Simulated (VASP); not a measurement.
# Hg (Fd-3m) in VASP: single point with LDA

Aim: the single point of Hg with LDA.

Program: VASP 6.6.1. These are calculated values, not measurements. Logs are shortened: lines on timing, memory, paths and dates and some standing lists are left out, and cuts for length are marked.

## Step 1: The cell of the first run

The structure is cubic, space group Fd-3m (No. 227). Conventional cell: a = 5.112 Å, b = 5.112 Å, c = 5.112 Å, α = 90.00°, β = 90.00°, γ = 90.00°. Within 2.9 Å of Hg (site symmetry -43m) lie 4 Hg at 2.21 Å.

## Step 2: Single point, LDA (16.70 Å³/atom)

Contents of POSCAR:

```
Hg
1.0
    0.0000000000      2.5561210016      2.5561210016
    2.5561210016      0.0000000000      2.5561210016
    2.5561210016      2.5561210016      0.0000000000
Hg
2
Direct
   -0.1250000000     -0.1250000000     -0.1250000000
    0.1250000000      0.1250000000      0.1250000000
```

Contents of INCAR.step1:

```
SYSTEM = Hg
PREC = Accurate
ENCUT = 520
EDIFF = 1E-6
ISMEAR = -1
SIGMA = 0.1
LREAL = .FALSE.
LASPH = .TRUE.
NELM = 100
ALGO = Normal
ISIF = 2
LWAVE = .FALSE.
LCHARG = .TRUE.
GGA = CA
NBANDS = 19
```

Contents of KPOINTS.step1:

```
regular mesh
0
G
  12 12 12
  0 0 0
```

Contents of INCAR.step2:

```
SYSTEM = Hg
PREC = Accurate
ENCUT = 520
EDIFF = 1E-6
ISMEAR = -5
SIGMA = 0.1
LREAL = .FALSE.
LASPH = .TRUE.
NELM = 100
ALGO = Normal
ISIF = 2
LWAVE = .FALSE.
LCHARG = .FALSE.
GGA = CA
LORBIT = 11
NEDOS = 2001
ICHARG = 11
```

Contents of KPOINTS.step2:

```
regular mesh
0
G
  18 18 18
  0 0 0
```

Potentials or basis: VASP PAW LDA potentials, release 64 (Hg).

Started as:

```sh
cat potpaw_LDA.64/Hg/POTCAR > POTCAR
cp INCAR.step1 INCAR
cp KPOINTS.step1 KPOINTS
mpirun -np 1 vasp_std > vasp.out
cp INCAR.step2 INCAR
cp KPOINTS.step2 KPOINTS
mpirun -np 1 vasp_std > vasp.out
```

OUTCAR:

```text
SYSTEM = Hg
   PREC = Accurate
   ENCUT = 520
   EDIFF = 1E-6
   ISMEAR = -5
   LREAL = .FALSE.
   LASPH = .TRUE.
   NELM = 100
   ISIF = 2
   GGA = CA
   LORBIT = 11
   ICHARG = 11

 ion  position               nearest neighbor table
   1  0.875  0.875  0.875-   2 2.21   2 2.21   2 2.21   2 2.21
   2  0.125  0.125  0.125-   1 2.21   1 2.21   1 2.21   1 2.21

  LATTYP: Found a face centered cubic cell.
 ALAT       =     5.1122420032

  Lattice vectors:

 A1 = (   0.0000000000,   2.5561210016,   2.5561210016)
 A2 = (   2.5561210016,   0.0000000000,   2.5561210016)
 A3 = (   2.5561210016,   2.5561210016,   0.0000000000)

Analysis of symmetry for initial positions (statically):
=====================================================================
 Subroutine PRICEL returns:
 Original cell was already a primitive cell.

 Routine SETGRP: Setting up the symmetry group for a
 face centered cubic supercell.

 Subroutine GETGRP returns: Found 48 space group operations
 (whereof 12 operations were pure point group operations)
 out of a pool of 48 trial point group operations.

The static configuration has the point symmetry D_3d.
 The point group associated with its full space group is O_h .

Analysis of symmetry for dynamics (positions and initial velocities):
=====================================================================
 Subroutine PRICEL returns:
 Original cell was already a primitive cell.

 Routine SETGRP: Setting up the symmetry group for a
 face centered cubic supercell.

 Subroutine GETGRP returns: Found 48 space group operations
 (whereof 12 operations were pure point group operations)
 out of a pool of 48 trial point group operations.

The dynamic configuration has the point symmetry D_3d.
 The point group associated with its full space group is O_h .

 Subroutine INISYM returns: Found 48 space group operations
 (whereof 12 operations are pure point group operations),
 and found     1 'primitive' translations

----------------------------------------------------------------------------------------

                                     Primitive cell

  volume of cell :      33.4021

  direct lattice vectors                    reciprocal lattice vectors
     0.000000000  2.556121002  2.556121002    -0.195608893  0.195608893  0.195608893
     2.556121002  0.000000000  2.556121002     0.195608893 -0.195608893  0.195608893
     2.556121002  2.556121002  0.000000000     0.195608893  0.195608893 -0.195608893

  length of vectors
     3.614900988  3.614900988  3.614900988     0.338804541  0.338804541  0.338804541

  position of ions in fractional coordinates (direct lattice)
     0.875000000  0.875000000  0.875000000
     0.125000000  0.125000000  0.125000000

  ion indices of the primitive-cell ions
   primitive index   ion index
                 1           1
                 2           2

----------------------------------------------------------------------------------------

 KPOINTS: regular mesh

Automatic generation of k-mesh.
 Grid dimensions read from file:
 generate k-points for:   18   18   18

 Generating k-lattice:

  Cartesian coordinates                     Fractional coordinates (reciprocal lattice)
    -0.010867161  0.010867161  0.010867161     0.055555556  0.000000000  0.000000000
     0.010867161 -0.010867161  0.010867161     0.000000000  0.055555556  0.000000000
     0.010867161  0.010867161 -0.010867161     0.000000000  0.000000000  0.055555556

  Length of vectors
     0.018822475  0.018822475  0.018822475

  Shift w.r.t. Gamma in fractional coordinates (k-lattice)
     0.000000000  0.000000000  0.000000000

 TETIRR: Found    806 inequivalent tetrahedra from    34992

 Subroutine IBZKPT returns following result:
 ===========================================

 Found    195 irreducible k-points:

 Following reciprocal coordinates:
            Coordinates               Weight
  0.000000  0.000000  0.000000      1.000000
  0.055556  0.000000  0.000000      8.000000
  0.111111  0.000000  0.000000      8.000000
  0.166667  0.000000  0.000000      8.000000
  0.222222  0.000000  0.000000      8.000000
  0.277778  0.000000  0.000000      8.000000
[... 16 lines left out ...]
 -0.277778  0.055556  0.000000     24.000000
 -0.222222  0.055556  0.000000     24.000000
 [... further k-points ...]
   k-points           NKPTS =    195   k-points in BZ     NKDIM =    195   number of bands    NBANDS=     16
   number of dos      NEDOS =   2001   number of ions     NIONS =      2
   total plane-waves  NPLWV =  21952
   dimension x,y,z NGX =    28 NGY =   28 NGZ =   28
   dimension x,y,z NGXF=    56 NGYF=   56 NGZF=   56
   ions per type =               2
   NGX,Y,Z   is equivalent  to a cutoff of  12.88, 12.88, 12.88 a.u.
   NGXF,Y,Z  is equivalent  to a cutoff of  25.75, 25.75, 25.75 a.u.
 SYSTEM =  Hg
   PREC   = accura    normal or accurate (medium, high low for compatibility)
   ISTART =      0    job   : 0-new  1-cont  2-samecut
   ICHARG =     11    charge: 1-file 2-atom 10-const
   ISPIN  =      1    spin polarized calculation?
   LNONCOLLINEAR =      F non collinear calculations
   LSORBIT =      F    spin-orbit coupling
   LASPH  =      T    aspherical Exc in radial PAW
   ENCUT  =  520.0 eV  38.22 Ry    6.18 a.u.   6.72  6.72  6.72*2*pi/ulx,y,z
   NELM   =    100;   NELMIN=  2; NELMDL=  0     # of ELM steps
   EDIFF  = 0.1E-05   stopping-criterion for ELM
   LREAL  =      F    real-space projection
   EDIFFG = 0.1E-04   stopping-criterion for IOM
   NSW    =      0    number of steps for IOM
   IBRION =     -1    ionic relax: 0-MD 1-quasi-New 2-CG
   NFREE  =      0    steps in history (QN), initial steepest desc. (CG)
   ISIF   =      2    stress and relaxation
   ISYM   =      2    0-nonsym 1-usesym 2-fastsym
   POTIM  = 0.5000    time-step for ionic-motion
   TEBEG  =    0.0;   TEEND  =   0.0 temperature during run
   PSTRESS=    0.0 pullay stress
   NELECT =      24.0000    total number of electrons
   NUPDOWN=      -1.0000    fix difference up-down
   EMIN   =  10.00;   EMAX   =-10.00  energy-range for DOS
   EFERMI =   0.00;   METHOD = LEGACY
   ISMEAR =    -5;   SIGMA  =   0.10  broadening in eV -4-tet -1-fermi 0-gaus
   EFERMI_NEDOS =   21; number of points for ismear=-14 and -15
   IALGO  =     38    algorithm
   IMIX   =      4    mixing-type and parameters
     AMIX     =   0.40;   BMIX     =  1.00
     AMIX_MAG =   1.60;   BMIX_MAG =  1.00
  volume/ion in A,a.u.               =      16.70       112.70
  Fermi-wavevector in a.u.,A,eV,Ry     =   1.466292  2.770890 29.252698  2.150013
  Thomas-Fermi vector in A             =   2.582047
   LORBIT       =     11    0 simple, 1 ext, 2 COOP (PROOUT), +10 PAW based schemes
   GGA     = CA    functional components
   LHFCALC =     F    Hartree Fock is set to
   AEXX    =    0.0000 exact exchange contribution
   IVDW    =     0    specifies the selected vdW correction
   LEPSILON=     F    determine dielectric tensor
   LRPA    =     F    only Hartree local field effects (RPA)
 non-spin polarized calculation
 Fermi weights with tetrahedron method with Bloechl corrections
  energy-cutoff  :      520.00
  volume of cell :       33.40
 maximum number of plane-waves:       934

 number of electron      24.0000002 magnetization

 Free energy of the ion-electron system (eV)
  ---------------------------------------------------
  ext. energy  EPLUGINS =         0.00000000
  ---------------------------------------------------
  free energy    TOTEN  =         7.06522911 eV

  energy without entropy =        7.06522911  energy(sigma->0) =        7.06522911

 E-fermi :   6.8564     XC(G=0): -12.7661

 val. band max:        6.9668896869   @ k =   0.4444   0.3333   0.1111
 cond. band min:       6.6661099736   @ k =  -0.3889   0.5000   0.1111
 fundamental gap:     -0.3007797133
 Fermi energy:         6.8563772177

 k-point     1 :       0.0000    0.0000    0.0000
  band No.  band energies     occupation
      1      -6.7412      2.00000
      2      -5.4072      2.00000
      3      -5.4072      2.00000
      4      -5.1515      2.00000
      5      -5.1515      2.00000
      6      -5.1515      2.00000
[... 8 lines left out ...]
     15      17.1950      0.00000
     16      17.1951      0.00000

 k-point     2 :       0.0556    0.0000    0.0000
  band No.  band energies     occupation
      1      -6.6819      2.00000
      2      -5.4843      2.00000
      3      -5.4843      2.00000
      4      -5.1560      2.00000
      5      -5.0538      2.00000
      6      -5.0538      2.00000
[... 8 lines left out ...]
     15      16.7506      0.00000
     16      16.9438      0.00000

 k-point     3 :       0.1111    0.0000    0.0000
  band No.  band energies     occupation
      1      -6.5102      2.00000
      2      -5.5950      2.00000
      3      -5.5950      2.00000
      4      -5.1676      2.00000
      5      -4.8873      2.00000
      6      -4.8873      2.00000
[... 8 lines left out ...]
     15      16.0187      0.00000
     16      17.2778      0.00000

 k-point     4 :       0.1667    0.0000    0.0000
  band No.  band energies     occupation
      1      -6.2470      2.00000
      2      -5.6754      2.00000
      3      -5.6754      2.00000
      4      -5.1806      2.00000
      5      -4.7331      2.00000
      6      -4.7331      2.00000
[... 8 lines left out ...]
     15      15.3434      0.00000
     16      17.7468      0.00000
[... 324 lines left out ...]
 k-point    22 :      -0.3333    0.0556    0.0000
  band No.  band energies     occupation
      1      -5.7700      2.00000
      2      -5.5840      2.00000
      3      -5.3838      2.00000
      4      -5.0166      2.00000
      5      -4.7906      2.00000
      6      -4.4647      2.00000
[... 8 lines left out ...]
     15      14.7239      0.00000
     16      17.9182      0.00000

 k-point    23 :      -0.2778    0.0556    0.0000
  band No.  band energies     occupation
      1      -5.8302      2.00000
      2      -5.6079      2.00000
      3      -5.5109      2.00000
      4      -5.1336      2.00000
      5      -4.7365      2.00000
      6      -4.4061      2.00000
[... 8 lines left out ...]
     15      14.9371      0.00000
     16      17.9018      0.00000

 k-point    24 :      -0.2222    0.0556    0.0000
  band No.  band energies     occupation
      1      -5.8480      2.00000
      2      -5.7965      2.00000
      3      -5.5722      2.00000
      4      -5.1984      2.00000
      5      -4.7375      2.00000
      6      -4.4282      2.00000
[... 8 lines left out ...]
     15      15.2336      0.00000
     16      17.8277      0.00000

 [... further k-points ...]

------------------------ aborting loop because EDIFF is reached ----------------------------------------

  FORCE on cell =-STRESS in cart. coord.  units (eV):
  Direction    XX          YY          ZZ          XY          YZ          ZX
  --------------------------------------------------------------------------------------
  -------------------------------------------------------------------------------------
  Total       35.7213321     35.7213321     35.7213321      0.0000000      0.0000000     -0.0000000
  in kB     1713.4206899   1713.4206899   1713.4206899      0.0000000      0.0000000     -0.0000000
  external PRESSURE =    1713.4206899 kB  Pullay stress =       0.0000000 kB

 VOLUME and BASIS-vectors are now :
 -----------------------------------------------------------------------------
  energy-cutoff  :      520.00
  volume of cell :       33.40
      direct lattice vectors                 reciprocal lattice vectors
     0.000000000  2.556121002  2.556121002    -0.195608893  0.195608893  0.195608893
     2.556121002  0.000000000  2.556121002     0.195608893 -0.195608893  0.195608893
     2.556121002  2.556121002  0.000000000     0.195608893  0.195608893 -0.195608893

 POSITION                                       TOTAL-FORCE (eV/Angst)
 -----------------------------------------------------------------------------------
      4.47321      4.47321      4.47321        -0.000000      0.000000      0.000000
      0.63903      0.63903      0.63903         0.000000     -0.000000     -0.000000
 -----------------------------------------------------------------------------------
    total drift:                                0.000000     -0.000000     -0.000000

  FREE ENERGIE OF THE ION-ELECTRON SYSTEM (eV)
  ---------------------------------------------------
  free  energy   TOTEN  =         7.0652291064 eV

  energy  without entropy=        7.0652291064  energy(sigma->0) =        7.06522911

 total charge

# of ion       s       p       d       tot
------------------------------------------
    1        1.070   0.946   9.609  11.625
    2        1.070   0.946   9.609  11.625
--------------------------------------------------
tot          2.139   1.893  19.217  23.249
```

It took 36 s on 1 thread of Intel Xeon 6975P-C (Granite Rapids), shared host; peak memory 0.2 GiB.

Results:

```
Valence electrons inside the program's atomic spheres : Hg 11.62
```

Caveat: spin-orbit coupling is left out, which moves the levels of the heavy elements.
